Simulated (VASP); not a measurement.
# Yb (Pm-3m) in VASP: single point with LDA

Aim: the single point of Yb with LDA.

Program: VASP 6.6.1. These are calculated values, not measurements. Logs are shortened: lines on timing, memory, paths and dates and some standing lists are left out, and cuts for length are marked.

### 1 The cell of the first run

It takes space group Pm-3m (No. 221, cubic). The conventional cell has a = 4.509 Å, b = 4.509 Å, c = 4.509 Å, α = 90.00°, β = 90.00°, γ = 90.00°.

### 2 Single point, LDA

Input file INCAR:

```
PREC = Accurate
ENCUT = 520
EDIFF = 1E-6
ISMEAR = -1
SIGMA = 0.3
LREAL = F
LASPH = T
NELM = 80
ALGO = Normal
ISIF = 2
LWAVE = F
LCHARG = F
GGA = CA
NBANDS = 18
```

Input file KPOINTS:

```
Automatic mesh
0
Gamma
  5 5 5
```

Input file POSCAR:

```
Yb
1.0
    4.5087880000      0.0000000000      0.0000000000
    0.0000000000      4.5087880000      0.0000000000
    0.0000000000      0.0000000000      4.5087880000
Yb
1
Direct
    0.5000000000      0.5000000000      0.5000000000
```

Potentials or basis: VASP PAW PBE potentials, release 64 (Yb).

The run is started by

```
$ cat potpaw_PBE.64/Yb/POTCAR > POTCAR
$ mpirun -np 1 vasp_std > vasp.out
```

OUTCAR:

```text
PREC = Accurate
   ENCUT = 520
   EDIFF = 1E-6
   ISMEAR = -1
   LREAL = F
   LASPH = T
   NELM = 80
   ISIF = 2
   GGA = CA

 ion  position               nearest neighbor table
   1  0.500  0.500  0.500-

  LATTYP: Found a simple cubic cell.
 ALAT       =     4.5087880000

  Lattice vectors:

 A1 = (   4.5087880000,   0.0000000000,   0.0000000000)
 A2 = (   0.0000000000,   4.5087880000,   0.0000000000)
 A3 = (   0.0000000000,   0.0000000000,   4.5087880000)

Analysis of symmetry for initial positions (statically):
=====================================================================
 Subroutine PRICEL returns:
 Original cell was already a primitive cell.

 Routine SETGRP: Setting up the symmetry group for a
 simple cubic supercell.

 Subroutine GETGRP returns: Found 48 space group operations
 (whereof 48 operations were pure point group operations)
 out of a pool of 48 trial point group operations.

The static configuration has the point symmetry O_h .

Analysis of symmetry for dynamics (positions and initial velocities):
=====================================================================
 Subroutine PRICEL returns:
 Original cell was already a primitive cell.

 Routine SETGRP: Setting up the symmetry group for a
 simple cubic supercell.

 Subroutine GETGRP returns: Found 48 space group operations
 (whereof 48 operations were pure point group operations)
 out of a pool of 48 trial point group operations.

The dynamic configuration has the point symmetry O_h .

 Subroutine INISYM returns: Found 48 space group operations
 (whereof 48 operations are pure point group operations),
 and found     1 'primitive' translations

----------------------------------------------------------------------------------------

                                     Primitive cell

  volume of cell :      91.6599

  direct lattice vectors                    reciprocal lattice vectors
     4.508788000  0.000000000  0.000000000     0.221789093  0.000000000  0.000000000
     0.000000000  4.508788000  0.000000000     0.000000000  0.221789093  0.000000000
     0.000000000  0.000000000  4.508788000     0.000000000  0.000000000  0.221789093

  length of vectors
     4.508788000  4.508788000  4.508788000     0.221789093  0.221789093  0.221789093

  position of ions in fractional coordinates (direct lattice)
     0.500000000  0.500000000  0.500000000

  ion indices of the primitive-cell ions
   primitive index   ion index
                 1           1

----------------------------------------------------------------------------------------

 KPOINTS: Automatic mesh

Automatic generation of k-mesh.
 Grid dimensions read from file:
 generate k-points for:    5    5    5

 Generating k-lattice:

  Cartesian coordinates                     Fractional coordinates (reciprocal lattice)
     0.044357819  0.000000000  0.000000000     0.200000000  0.000000000  0.000000000
     0.000000000  0.044357819  0.000000000     0.000000000  0.200000000  0.000000000
     0.000000000  0.000000000  0.044357819     0.000000000  0.000000000  0.200000000

  Length of vectors
     0.044357819  0.044357819  0.044357819

  Shift w.r.t. Gamma in fractional coordinates (k-lattice)
     0.000000000  0.000000000  0.000000000

 Subroutine IBZKPT returns following result:
 ===========================================

 Found     10 irreducible k-points:

 Following reciprocal coordinates:
            Coordinates               Weight
  0.000000  0.000000  0.000000      1.000000
  0.200000  0.000000  0.000000      6.000000
  0.400000  0.000000  0.000000      6.000000
  0.200000  0.200000  0.000000     12.000000
  0.400000  0.200000  0.000000     24.000000
  0.400000  0.400000  0.000000     12.000000
  0.200000  0.200000  0.200000      8.000000
  0.400000  0.200000  0.200000     24.000000
  0.400000  0.400000  0.200000     24.000000
  0.400000  0.400000  0.400000      8.000000
   k-points           NKPTS =     10   k-points in BZ     NKDIM =     10   number of bands    NBANDS=     18
   number of dos      NEDOS =    301   number of ions     NIONS =      1
   total plane-waves  NPLWV =  46656
   dimension x,y,z NGX =    36 NGY =   36 NGZ =   36
   dimension x,y,z NGXF=    72 NGYF=   72 NGZF=   72
   ions per type =               1
   NGX,Y,Z   is equivalent  to a cutoff of  13.27, 13.27, 13.27 a.u.
   NGXF,Y,Z  is equivalent  to a cutoff of  26.55, 26.55, 26.55 a.u.
 SYSTEM =  unknown system
   PREC   = accura    normal or accurate (medium, high low for compatibility)
   ISTART =      0    job   : 0-new  1-cont  2-samecut
   ICHARG =      2    charge: 1-file 2-atom 10-const
   ISPIN  =      1    spin polarized calculation?
   LNONCOLLINEAR =      F non collinear calculations
   LSORBIT =      F    spin-orbit coupling
   LASPH  =      T    aspherical Exc in radial PAW
   ENCUT  =  520.0 eV  38.22 Ry    6.18 a.u.   8.38  8.38  8.38*2*pi/ulx,y,z
   NELM   =     80;   NELMIN=  2; NELMDL= -5     # of ELM steps
   EDIFF  = 0.1E-05   stopping-criterion for ELM
   LREAL  =      F    real-space projection
   EDIFFG = 0.1E-04   stopping-criterion for IOM
   NSW    =      0    number of steps for IOM
   IBRION =     -1    ionic relax: 0-MD 1-quasi-New 2-CG
   NFREE  =      0    steps in history (QN), initial steepest desc. (CG)
   ISIF   =      2    stress and relaxation
   ISYM   =      2    0-nonsym 1-usesym 2-fastsym
   POTIM  = 0.5000    time-step for ionic-motion
   TEBEG  =    0.0;   TEEND  =   0.0 temperature during run
   PSTRESS=    0.0 pullay stress
   NELECT =      24.0000    total number of electrons
   NUPDOWN=      -1.0000    fix difference up-down
   EMIN   =  10.00;   EMAX   =-10.00  energy-range for DOS
   EFERMI =   0.00;   METHOD = LEGACY
   ISMEAR =    -1;   SIGMA  =   0.30  broadening in eV -4-tet -1-fermi 0-gaus
   EFERMI_NEDOS =   21; number of points for ismear=-14 and -15
   IALGO  =     38    algorithm
   IMIX   =      4    mixing-type and parameters
     AMIX     =   0.40;   BMIX     =  1.00
     AMIX_MAG =   1.60;   BMIX_MAG =  1.00
  volume/ion in A,a.u.               =      91.66       618.55
  Fermi-wavevector in a.u.,A,eV,Ry     =   1.047335  1.979175 14.924362  1.096910
  Thomas-Fermi vector in A             =   2.182210
   LORBIT       =      0    0 simple, 1 ext, 2 COOP (PROOUT), +10 PAW based schemes
   GGA     = CA    functional components
   LHFCALC =     F    Hartree Fock is set to
   AEXX    =    0.0000 exact exchange contribution
   IVDW    =     0    specifies the selected vdW correction
   LEPSILON=     F    determine dielectric tensor
   LRPA    =     F    only Hartree local field effects (RPA)
 non-spin polarized calculation
  energy-cutoff  :      520.00
  volume of cell :       91.66
 maximum number of plane-waves:      2517
 NGX is ok and might be reduce to    36
   NGX = 17   NGY = 17   NGZ = 17

 number of electron      24.0000012 magnetization

 Free energy of the ion-electron system (eV)
  ---------------------------------------------------
  ext. energy  EPLUGINS =         0.00000000
  ---------------------------------------------------
  free energy    TOTEN  =        -2.97616615 eV

  energy without entropy =       -2.29373968  energy(sigma->0) =       -2.63495291

 E-fermi :  -0.9982     XC(G=0):  -6.2767

 val. band max:       -1.4883058578   @ k =   0.4000   0.4000   0.2000
 cond. band min:      -0.8958734664   @ k =   0.4000   0.0000   0.0000
 fundamental gap:      0.5924323914
 Fermi energy:        -0.9981753606

 k-point     1 :       0.0000    0.0000    0.0000
  band No.  band energies     occupation
      1     -53.6565      2.00000
      2     -26.1663      2.00000
      3     -26.1663      2.00000
      4     -26.1663      2.00000
      5      -4.1556      1.99995
      6      -2.3021      1.97442
[... 10 lines left out ...]
     17       2.2915      0.00003
     18       4.0382      0.00000

 k-point     2 :       0.2000    0.0000    0.0000
  band No.  band energies     occupation
      1     -53.6564      2.00000
      2     -26.1727      2.00000
      3     -26.1658      2.00000
      4     -26.1658      2.00000
      5      -3.8359      1.99984
      6      -2.3045      1.97463
[... 10 lines left out ...]
     17       2.3213      0.00003
     18       2.7915      0.00001

 k-point     3 :       0.4000    0.0000    0.0000
  band No.  band energies     occupation
      1     -53.6563      2.00000
      2     -26.1832      2.00000
      3     -26.1650      2.00000
      4     -26.1650      2.00000
      5      -3.0623      1.99795
      6      -2.3114      1.97519
[... 10 lines left out ...]
     17       2.3705      0.00003
     18       2.4812      0.00002

 k-point     4 :       0.2000    0.2000    0.0000
  band No.  band energies     occupation
      1     -53.6563      2.00000
      2     -26.1723      2.00000
      3     -26.1722      2.00000
      4     -26.1653      2.00000
      5      -3.5120      1.99954
      6      -2.3038      1.97457
[... 10 lines left out ...]
     17       2.0256      0.00008
     18       3.1804      0.00000

 k-point     5 :       0.4000    0.2000    0.0000
  band No.  band energies     occupation
      1     -53.6562      2.00000
      2     -26.1826      2.00000
      3     -26.1714      2.00000
      4     -26.1646      2.00000
      5      -2.7222      1.99363
      6      -2.3102      1.97509
[... 10 lines left out ...]
     17       2.0355      0.00008
     18       2.5931      0.00001

 k-point     6 :       0.4000    0.4000    0.0000
  band No.  band energies     occupation
      1     -53.6561      2.00000
      2     -26.1818      2.00000
      3     -26.1817      2.00000
      4     -26.1638      2.00000
      5      -2.3110      1.97516
      6      -2.3094      1.97503
[... 10 lines left out ...]
     17       1.6456      0.00030
     18       2.4616      0.00002

 k-point     7 :       0.2000    0.2000    0.2000
  band No.  band energies     occupation
      1     -53.6563      2.00000
      2     -26.1718      2.00000
      3     -26.1717      2.00000
      4     -26.1717      2.00000
      5      -3.1838      1.99863
      6      -2.3007      1.97431
[... 10 lines left out ...]
     17       1.5634      0.00039
     18       3.5553      0.00000

 k-point     8 :       0.4000    0.2000    0.2000
  band No.  band energies     occupation
      1     -53.6561      2.00000
      2     -26.1821      2.00000
      3     -26.1710      2.00000
      4     -26.1709      2.00000
      5      -2.4019      1.98160
      6      -2.3075      1.97487
[... 10 lines left out ...]
     17       1.5975      0.00035
     18       2.7773      0.00001

 k-point     9 :       0.4000    0.4000    0.2000
  band No.  band energies     occupation
      1     -53.6560      2.00000
      2     -26.1812      2.00000
      3     -26.1812      2.00000
      4     -26.1702      2.00000
      5      -2.3091      1.97500
      6      -2.3069      1.97482
[... 10 lines left out ...]
     17       1.4962      0.00049
     18       2.7800      0.00001

 k-point    10 :       0.4000    0.4000    0.4000
  band No.  band energies     occupation
      1     -53.6559      2.00000
      2     -26.1804      2.00000
      3     -26.1803      2.00000
      4     -26.1803      2.00000
      5      -2.3066      1.97480
      6      -2.3043      1.97461
[... 10 lines left out ...]
     17       1.3505      0.00080
     18       2.9352      0.00000

------------------------ aborting loop because EDIFF is reached ----------------------------------------

  FORCE on cell =-STRESS in cart. coord.  units (eV):
  Direction    XX          YY          ZZ          XY          YZ          ZX
  --------------------------------------------------------------------------------------
  -------------------------------------------------------------------------------------
  Total       -1.5776876     -1.5776876     -1.5776876      0.0000000      0.0000000     -0.0000000
  in kB      -27.5773248    -27.5773248    -27.5773248      0.0000000      0.0000000     -0.0000000
  external PRESSURE =     -27.5773248 kB  Pullay stress =       0.0000000 kB

 VOLUME and BASIS-vectors are now :
 -----------------------------------------------------------------------------
  energy-cutoff  :      520.00
  volume of cell :       91.66
      direct lattice vectors                 reciprocal lattice vectors
     4.508788000  0.000000000  0.000000000     0.221789093  0.000000000  0.000000000
     0.000000000  4.508788000  0.000000000     0.000000000  0.221789093  0.000000000
     0.000000000  0.000000000  4.508788000     0.000000000  0.000000000  0.221789093

 POSITION                                       TOTAL-FORCE (eV/Angst)
 -----------------------------------------------------------------------------------
      2.25439      2.25439      2.25439         0.000000      0.000000      0.000000
 -----------------------------------------------------------------------------------
    total drift:                                0.000000      0.000000      0.000000

  FREE ENERGIE OF THE ION-ELECTRON SYSTEM (eV)
  ---------------------------------------------------
  free  energy   TOTEN  =        -2.9761661490 eV

  energy  without entropy=       -2.2937396806  energy(sigma->0) =       -2.63495291
```

Wall time 72 s (1 thread of AMD EPYC 7R13, shared host); peak memory 0.15 GiB.

What came out:

```
Free energy            : -2.9762 eV
Pressure               : -2.8 GPa
Band gap on the k mesh : zero (band 12 reaches -0.59 eV, above the bottom of band 13 at -0.90 eV)
```

Caveat: the PAW data sets were made with another functional, which shifts forces and pressure a little; spin-orbit coupling is left out, which moves the levels of the heavy elements.
